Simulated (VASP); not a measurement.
SnTe5:

```
CELL_PARAMETERS angstrom
0.00000 4.55276 4.55276
4.55276 0.00000 4.55276
4.55276 4.55276 0.00000
ATOMIC_POSITIONS crystal
Sn 0.00000 0.00000 0.00000
Te 0.75000 0.75000 0.75000
Te 0.37597 0.37597 0.87208
Te 0.37597 0.87208 0.37597
Te 0.37597 0.37597 0.37597
Te 0.87208 0.37597 0.37597
```

The cell was built from a structure type or drawn by symmetry, and may not be a known phase.

```yaml
Program: VASP 6.6.1
Task: relaxation of cell and atoms
Functional: PBE
Potentials_or_basis: VASP PAW PBE potentials, release 64 (Sn_d, Te)
Cutoff: 600 eV
k_mesh: 8 × 8 × 8
Occupations: gaussian, width 0.1 eV
Spin: no spin polarisation
```

At the start: pressure -1.2 GPa; volume 31.46 Å³/atom.

Where does the relaxation end?

Over 6 steps the energy falls by 3.3 meV/atom and the volume is 30.59 Å³/atom (-2.7 %); space group F-43m (No. 216, to 0.1 Å) before and after.

Step by step:
| step | energy change (eV) | largest force (eV/Å) | pressure (GPa) | volume (Å³) |
| --- | --- | --- | --- | --- |
| 1 | 0.0000 | 0.0061 | -1.18 | 188.74 |
| 2 | -0.0192 | 0.0207 | 0.25 | 182.46 |
| 3 | -0.0200 | 0.0182 | 0.00 | 183.47 |
| 4 | -0.0200 | 0.0180 | -0.03 | 183.57 |
| 5 | -0.0200 | 0.0113 | -0.03 | 183.56 |
| 6 | -0.0201 | 0.0002 | -0.03 | 183.55 |

Final structure:
```yaml
crystal:
  lattice:
    - [0.00000, 4.51067, 4.51067]
    - [4.51067, 0.00000, 4.51067]
    - [4.51067, 4.51067, 0.00000]
  atoms:
    - { symbol: Sn, position: [0.00000, 0.00000, 0.00000] }
    - { symbol: Te, position: [0.75000, 0.75000, 0.75000] }
    - { symbol: Te, position: [0.37581, 0.37581, 0.87256] }
    - { symbol: Te, position: [0.37581, 0.87256, 0.37581] }
    - { symbol: Te, position: [0.37581, 0.37581, 0.37581] }
    - { symbol: Te, position: [0.87256, 0.37581, 0.37581] }
```
